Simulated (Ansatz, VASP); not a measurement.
# SrMg in VASP and in Ansatz

```
Sr Mg
1.0
     3.90000    0.00000    0.00000
     0.00000    3.90000    0.00000
     0.00000    0.00000    3.93900
Sr Mg
1 1
Direct
  0.50000 0.50000 0.50000
  0.00000 0.00000 0.00000
```

Change from the starting cell: zz strain of +1 %.

Alike in both runs: task single point; functional LDA; k mesh 9 × 9 × 9; occupations fermi-dirac, width 0.05 eV; no spin polarisation.

|  | VASP | Ansatz |
| --- | --- | --- |
| version | VASP 6.6.1 | Ansatz 0.2.0 |
| potentials or method | VASP PAW LDA potentials, release 64 (Sr_sv, Mg), cutoff 520 eV | all-electron LAPW, scalar-relativistic |

Ansatz gave:

| Item | Value |
| --- | --- |
| pressure (GPa) | 3.1 |
| traceless stress, the component that is largest in VASP (GPa) | -0.10 |

Estimate VASP's values.

pressure (GPa): 2.9; traceless stress, the component that is largest in VASP (GPa): -0.10.

LDA's correlation is that of Perdew and Zunger in VASP and of Perdew and Wang (1992) in Ansatz. Ansatz ran all-electron here, and VASP with PAW potentials.
